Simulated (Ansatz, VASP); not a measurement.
**Two plane-wave programs on CdS**

```
CELL_PARAMETERS angstrom
0.00000 2.91650 2.91650
2.91650 0.00000 2.91650
2.91650 2.91650 0.00000
ATOMIC_POSITIONS crystal
Cd 0.00000 0.00000 0.00000
S 0.75000 0.75000 0.75000
```

Alike in both runs: task single point; functional PBE; k mesh 8 × 8 × 8; occupations gaussian, width 0.011 eV; no spin polarisation.

```csv
,VASP,Ansatz
version,VASP 6.6.1,Ansatz 0.2.0
potentials or method,"VASP PAW PBE potentials, release 64 (Cd, S)",Ansatz PAW
plane-wave cutoff (eV),520,420
valence electrons in the cell,18,26
```

|  | VASP | Ansatz | Ansatz less VASP |
| --- | --- | --- | --- |
| gap on the k mesh at the Fermi level (eV) | 1.15 | 1.15 | -0.004 |
| least direct gap on the mesh (eV) | 1.15 | 1.15 | -0.004 |
| pressure (GPa) | 3.2 | 2.8 | -0.36 |

VASP's potentials hold 18 valence electrons a cell and Ansatz's 26, so a difference there can come from the potentials and not from the codes.
